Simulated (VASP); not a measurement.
# In (Im-3m) in VASP: a series of runs

Runs on In. Level: PBE. Tasks: single point.

Program: VASP 6.6.1. These are calculated values, not measurements. Logs are shortened: lines on timing, memory, paths and dates and some standing lists are left out, and cuts for length are marked.

**1. The cell of the first run**

Symmetry: Im-3m, No. 229, cubic system. The conventional cell has a = 3.765 Å, b = 3.765 Å, c = 3.765 Å, α = 90.00°, β = 90.00°, γ = 90.00°. Within 4.3 Å of In (site symmetry m-3m) lie 14 In at 3.26 to 3.77 Å.

**2. Single point, PBE**

The input, INCAR:

```
  ALGO = Normal
  EDIFF = 1E-7
  ENCUT = 520
  GGA = PE
  ISIF = 2
  ISMEAR = 0
  LASPH = T
  LCHARG = F
  LREAL = F
  LWAVE = F
  NBANDS = 12
  NELM = 100
  PREC = Accurate
  SIGMA = 0.025
```

The input, KPOINTS:

```
k-points
0
Gamma
  10 10 10
```

The input, POSCAR:

```
In
1.0
   -1.8825252400      1.8825252400      1.8825252400
    1.8825252400     -1.8825252400      1.8825252400
    1.8825252400      1.8825252400     -1.8825252400
In
1
Direct
    0.0000000000      0.0000000000      0.0000000000
```

Potentials or basis: VASP PAW PBE potentials, release 64 (In_d).

Command:

```console
cat potpaw_PBE.64/In_d/POTCAR > POTCAR
mpirun -np 1 vasp_std > vasp.out
```

OUTCAR:

```text
EDIFF = 1E-7
   ENCUT = 520
   GGA = PE
   ISIF = 2
   ISMEAR = 0
   LASPH = T
   LREAL = F
   NELM = 100
   PREC = Accurate

 ion  position               nearest neighbor table
   1  0.000  0.000  0.000-

  LATTYP: Found a body centered cubic cell.
 ALAT       =     3.7650504800

  Lattice vectors:

 A1 = (  -1.8825252400,   1.8825252400,   1.8825252400)
 A2 = (   1.8825252400,  -1.8825252400,   1.8825252400)
 A3 = (   1.8825252400,   1.8825252400,  -1.8825252400)

Analysis of symmetry for initial positions (statically):
=====================================================================
 Subroutine PRICEL returns:
 Original cell was already a primitive cell.

 Routine SETGRP: Setting up the symmetry group for a
 body centered cubic supercell.

 Subroutine GETGRP returns: Found 48 space group operations
 (whereof 48 operations were pure point group operations)
 out of a pool of 48 trial point group operations.

The static configuration has the point symmetry O_h .

Analysis of symmetry for dynamics (positions and initial velocities):
=====================================================================
 Subroutine PRICEL returns:
 Original cell was already a primitive cell.

 Routine SETGRP: Setting up the symmetry group for a
 body centered cubic supercell.

 Subroutine GETGRP returns: Found 48 space group operations
 (whereof 48 operations were pure point group operations)
 out of a pool of 48 trial point group operations.

The dynamic configuration has the point symmetry O_h .

 Subroutine INISYM returns: Found 48 space group operations
 (whereof 48 operations are pure point group operations),
 and found     1 'primitive' translations

----------------------------------------------------------------------------------------

                                     Primitive cell

  volume of cell :      26.6859

  direct lattice vectors                    reciprocal lattice vectors
    -1.882525240  1.882525240  1.882525240     0.000000000  0.265600689  0.265600689
     1.882525240 -1.882525240  1.882525240     0.265600689  0.000000000  0.265600689
     1.882525240  1.882525240 -1.882525240     0.265600689  0.265600689  0.000000000

  length of vectors
     3.260629362  3.260629362  3.260629362     0.375616096  0.375616096  0.375616096

  position of ions in fractional coordinates (direct lattice)
     0.000000000  0.000000000  0.000000000

  ion indices of the primitive-cell ions
   primitive index   ion index
                 1           1

----------------------------------------------------------------------------------------

 KPOINTS: k-points

Automatic generation of k-mesh.
 Grid dimensions read from file:
 generate k-points for:   10   10   10

 Generating k-lattice:

  Cartesian coordinates                     Fractional coordinates (reciprocal lattice)
     0.000000000  0.026560069  0.026560069     0.100000000  0.000000000  0.000000000
     0.026560069  0.000000000  0.026560069     0.000000000  0.100000000  0.000000000
     0.026560069  0.026560069  0.000000000     0.000000000  0.000000000  0.100000000

  Length of vectors
     0.037561610  0.037561610  0.037561610

  Shift w.r.t. Gamma in fractional coordinates (k-lattice)
     0.000000000  0.000000000  0.000000000

 Subroutine IBZKPT returns following result:
 ===========================================

 Found     47 irreducible k-points:

 Following reciprocal coordinates:
            Coordinates               Weight
  0.000000  0.000000  0.000000      1.000000
  0.100000  0.000000  0.000000     12.000000
  0.200000  0.000000  0.000000     12.000000
  0.300000  0.000000  0.000000     12.000000
  0.400000  0.000000  0.000000     12.000000
  0.500000  0.000000  0.000000      6.000000
[... 16 lines left out ...]
  0.300000  0.300000  0.100000      8.000000
 -0.300000  0.300000  0.100000     24.000000
 [... further k-points ...]
   k-points           NKPTS =     47   k-points in BZ     NKDIM =     47   number of bands    NBANDS=     12
   number of dos      NEDOS =    301   number of ions     NIONS =      1
   total plane-waves  NPLWV =  13824
   dimension x,y,z NGX =    24 NGY =   24 NGZ =   24
   dimension x,y,z NGXF=    48 NGYF=   48 NGZF=   48
   ions per type =               1
   NGX,Y,Z   is equivalent  to a cutoff of  12.24, 12.24, 12.24 a.u.
   NGXF,Y,Z  is equivalent  to a cutoff of  24.47, 24.47, 24.47 a.u.
 SYSTEM =  unknown system
   PREC   = accura    normal or accurate (medium, high low for compatibility)
   ISTART =      0    job   : 0-new  1-cont  2-samecut
   ICHARG =      2    charge: 1-file 2-atom 10-const
   ISPIN  =      1    spin polarized calculation?
   LNONCOLLINEAR =      F non collinear calculations
   LSORBIT =      F    spin-orbit coupling
   LASPH  =      T    aspherical Exc in radial PAW
   ENCUT  =  520.0 eV  38.22 Ry    6.18 a.u.   6.06  6.06  6.06*2*pi/ulx,y,z
   NELM   =    100;   NELMIN=  2; NELMDL= -5     # of ELM steps
   EDIFF  = 0.1E-06   stopping-criterion for ELM
   LREAL  =      F    real-space projection
   EDIFFG = 0.1E-05   stopping-criterion for IOM
   NSW    =      0    number of steps for IOM
   IBRION =     -1    ionic relax: 0-MD 1-quasi-New 2-CG
   NFREE  =      0    steps in history (QN), initial steepest desc. (CG)
   ISIF   =      2    stress and relaxation
   ISYM   =      2    0-nonsym 1-usesym 2-fastsym
   POTIM  = 0.5000    time-step for ionic-motion
   TEBEG  =    0.0;   TEEND  =   0.0 temperature during run
   PSTRESS=    0.0 pullay stress
   NELECT =      13.0000    total number of electrons
   NUPDOWN=      -1.0000    fix difference up-down
   EMIN   =  10.00;   EMAX   =-10.00  energy-range for DOS
   EFERMI =   0.00;   METHOD = LEGACY
   ISMEAR =     0;   SIGMA  =   0.03  broadening in eV -4-tet -1-fermi 0-gaus
   EFERMI_NEDOS =   21; number of points for ismear=-14 and -15
   IALGO  =     38    algorithm
   IMIX   =      4    mixing-type and parameters
     AMIX     =   0.40;   BMIX     =  1.00
     AMIX_MAG =   1.60;   BMIX_MAG =  1.00
  volume/ion in A,a.u.               =      26.69       180.09
  Fermi-wavevector in a.u.,A,eV,Ry     =   1.288136  2.434225 22.576080  1.659295
  Thomas-Fermi vector in A             =   2.420108
   LORBIT       =      0    0 simple, 1 ext, 2 COOP (PROOUT), +10 PAW based schemes
   GGA     = PE    functional components
   LHFCALC =     F    Hartree Fock is set to
   AEXX    =    0.0000 exact exchange contribution
   IVDW    =     0    specifies the selected vdW correction
   LEPSILON=     F    determine dielectric tensor
   LRPA    =     F    only Hartree local field effects (RPA)
 non-spin polarized calculation
 Gauss-broadening in eV      SIGMA  =   0.03
  energy-cutoff  :      520.00
  volume of cell :       26.69
 maximum number of plane-waves:       736
   NGX = 13   NGY = 13   NGZ = 13

 number of electron      13.0000005 magnetization

 Free energy of the ion-electron system (eV)
  ---------------------------------------------------
  ext. energy  EPLUGINS =         0.00000000
  ---------------------------------------------------
  free energy    TOTEN  =        -2.54780055 eV

  energy without entropy =       -2.54684709  energy(sigma->0) =       -2.54732382

 E-fermi :   7.2576     XC(G=0): -10.1612

 val. band max:        7.2318890751   @ k =   0.2000   0.2000   0.2000
 cond. band min:       7.2633903688   @ k =   0.3000   0.3000   0.0000
 fundamental gap:      0.0315012937
 Fermi energy:         7.2575947474

 k-point     1 :       0.0000    0.0000    0.0000
  band No.  band energies     occupation
      1      -7.3596      2.00000
      2      -7.3596      2.00000
      3      -7.3596      2.00000
      4      -7.0955      2.00000
      5      -7.0955      2.00000
      6      -2.1024      2.00000
      7      18.2022      0.00000
      8      18.2022      0.00000
      9      18.2022      0.00000
     10      20.2486      0.00000
     11      20.2486      0.00000
     12      20.2486      0.00000

 k-point     2 :       0.1000    0.0000    0.0000
  band No.  band energies     occupation
      1      -7.3698      2.00000
      2      -7.3504      2.00000
      3      -7.3205      2.00000
      4      -7.1062      2.00000
      5      -7.0960      2.00000
      6      -1.8740      2.00000
      7      16.1265      0.00000
      8      17.2273      0.00000
      9      17.6754      0.00000
     10      19.1992      0.00000
     11      19.5165      0.00000
     12      20.1119      0.00000

 k-point     3 :       0.2000    0.0000    0.0000
  band No.  band energies     occupation
      1      -7.3963      2.00000
      2      -7.3372      2.00000
      3      -7.2164      2.00000
      4      -7.1269      2.00000
      5      -7.0969      2.00000
      6      -1.1807      2.00000
      7      12.6650      0.00000
      8      15.6466      0.00000
      9      16.5181      0.00000
     10      18.3634      0.00000
     11      18.5644      0.00000
     12      20.6545      0.00000
[... 286 lines left out ...]
 k-point    23 :       0.3000    0.3000    0.1000
  band No.  band energies     occupation
      1      -7.3972      2.00000
      2      -7.2038      2.00000
      3      -7.2038      2.00000
      4      -7.0918      2.00000
      5      -7.0918      2.00000
      6       4.6579      2.00000
      7       6.5607      2.00000
      8       6.5607      2.00000
      9      10.7593      0.00000
     10      23.6028      0.00000
     11      23.6028      0.00000
     12      24.1609      0.00000

 k-point    24 :      -0.3000    0.3000    0.1000
  band No.  band energies     occupation
      1      -7.3870      2.00000
      2      -7.3247      2.00000
      3      -7.1640      2.00000
      4      -7.1097      2.00000
      5      -7.0898      2.00000
      6       0.2189      2.00000
      7       9.5515      0.00000
      8      13.3812      0.00000
      9      14.5217      0.00000
     10      18.1578      0.00000
     11      19.0919      0.00000
     12      19.9338      0.00000

 [... further k-points ...]
[... 5 lines left out ...]
  --------------------------------------------------------------------------------------
  -------------------------------------------------------------------------------------
  Total        0.2487851      0.2487851      0.2487851      0.0000000     -0.0000000     -0.0000000
  in kB       14.9366257     14.9366257     14.9366257      0.0000000     -0.0000000     -0.0000000
  external PRESSURE =      14.9366257 kB  Pullay stress =       0.0000000 kB

 VOLUME and BASIS-vectors are now :
 -----------------------------------------------------------------------------
  energy-cutoff  :      520.00
  volume of cell :       26.69
      direct lattice vectors                 reciprocal lattice vectors
    -1.882525240  1.882525240  1.882525240     0.000000000  0.265600689  0.265600689
     1.882525240 -1.882525240  1.882525240     0.265600689  0.000000000  0.265600689
     1.882525240  1.882525240 -1.882525240     0.265600689  0.265600689  0.000000000

 POSITION                                       TOTAL-FORCE (eV/Angst)
 -----------------------------------------------------------------------------------
      0.00000      0.00000      0.00000         0.000000     -0.000000     -0.000000
 -----------------------------------------------------------------------------------
    total drift:                               -0.000000     -0.000000      0.000000

  FREE ENERGIE OF THE ION-ELECTRON SYSTEM (eV)
  ---------------------------------------------------
  free  energy   TOTEN  =        -2.5478005502 eV

  energy  without entropy=       -2.5468470940  energy(sigma->0) =       -2.54732382
```

It took 10 s on 1 thread of AMD EPYC 7R13 (Zen 3), shared host; peak memory 0.11 GiB.

What came out:

| Quantity | Value |
| --- | --- |
| Free energy | -2.5478 eV |
| Pressure | 1.5 GPa |

Caveat: spin-orbit coupling is left out, which moves the levels of the heavy elements.

**3. Single point, PBE**

The input, INCAR:

```
SYSTEM = In
PREC = Accurate ; ENCUT = 520
EDIFF = 1E-6 ; ISMEAR = -1
SIGMA = 0.05 ; LREAL = .FALSE.
LASPH = .TRUE. ; NELM = 80
ALGO = Normal ; ISIF = 2
LWAVE = .FALSE. ; LCHARG = .FALSE.
GGA = PE ; NBANDS = 12
```

The input, KPOINTS:

```
Automatic mesh
0
G
  10 10 10
  0 0 0
```

POSCAR is that of step 2.

Potentials or basis: VASP PAW PBE potentials, release 64 (In_d).

Command:

```console
cat potpaw_PBE.64/In_d/POTCAR > POTCAR
mpirun -np 1 vasp_std > vasp.out
```

It took 3.5 s on 1 thread of Intel Xeon 6975P-C (Granite Rapids), shared host; peak memory 0.14 GiB.

The run converged. Its results:

- Free energy: -2.5520 eV
- Pressure: 1.5 GPa

Levels at points of the mesh, in eV from the Fermi level:
```tsv
k point	band 4	band 5	band 6	band 7	band 8	band 9
(0.00, 0.00, 0.00)	-14.34	-14.34	-9.34	10.96	10.96	10.96
(0.50, 0.00, 0.00)	-14.34	-14.17	-3.86	-3.04	5.90	7.33
(0.50, 0.50, 0.50)	-14.21	-14.21	0.96	1.33	1.33	1.33
```

Caveat: spin-orbit coupling is left out, which moves the levels of the heavy elements.
